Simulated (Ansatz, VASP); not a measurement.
# One calculation of La, two programs

File POSCAR:

```
La
1.0
   -2.1238310700      2.1238310700      2.1238310700
    2.1238310700     -2.1238310700      2.1238310700
    2.1238310700      2.1238310700     -2.1238310700
La
1
Direct
    0.0000000000      0.0000000000      0.0000000000
```

The input INCAR.step1:

```
SYSTEM = La
PREC = Accurate
ENCUT = 400
EDIFF = 1E-5
ISMEAR = -1
SIGMA = 0.025
LREAL = .False.
LASPH = .True.
NELM = 200
ALGO = Normal
ISIF = 2
LWAVE = .True.
LCHARG = .False.
GGA = PE
NBANDS = 12
GGA_COMPAT = .False.
LMAXMIX = 6
```

Contents of INCAR.step2:

```
SYSTEM = La
PREC = Accurate
ENCUT = 400
EDIFF = 1E-6
ISMEAR = -1
SIGMA = 0.025
LREAL = .False.
LASPH = .True.
NELM = 200
ALGO = Normal
ISIF = 2
LWAVE = .False.
LCHARG = .False.
GGA = PE
LHFCALC = .True.
AEXX = 0.25
PRECFOCK = Normal
IVDW = 13
ISTART = 1
NBANDS = 12
GGA_COMPAT = .False.
LMAXMIX = 6
```

KPOINTS

```
Automatic mesh
0
Gamma
  6 6 6
  0 0 0
```

File input.yaml:

```yaml
crystal:
  lattice: { a: 4.24766214, b: 4.24766214, c: 4.24766214, alpha: 90.0, beta: 90.0, gamma: 90.0 }
  space_group: 229
  reduce_to_primitive: true
  atoms:
    - { symbol: La, wyckoff: "2a", position: [0.0, 0.0, 0.0] }
hamiltonian:
  xc: pbe0
  pseudopotentials: { kind: nc }
  dispersion: d4
kpoints:
  mp_grid: { grid: [6, 6, 6] }
scf:
  occupations: { method: fermi_dirac, width: 0.025 }
output:
  forces: true
  stress: true
  eigenvalues: true
  write_density: true
  write_potential: true
  elf: true
  volumetric_format: npy
```

Alike in both runs: task single point; functional PBE0; dispersion D4; k mesh 6 × 6 × 6; occupations fermi-dirac, width 0.025 eV; no spin polarisation.

|  | VASP | Ansatz |
| --- | --- | --- |
| version | VASP 6.6.1 | Ansatz 0.2.0 |
| potentials or method | VASP PAW PBE potentials, release 64 (La) | Ansatz NC |
| plane-wave cutoff (eV) | 400 | 1497 |
| valence electrons in the cell | 11 | 11 |

|  | VASP | Ansatz | Ansatz less VASP |
| --- | --- | --- | --- |
| gap on the k mesh at the Fermi level (eV) | none | none | - |
| pressure (GPa) | 0.0 | 0.0 | +0.06 |

A gap of «none» marks a metal or a gap that the smearing closes.

Spin-orbit coupling is off throughout. Noted on Ansatz's run: the magnetic or orbital state may not be the lowest.
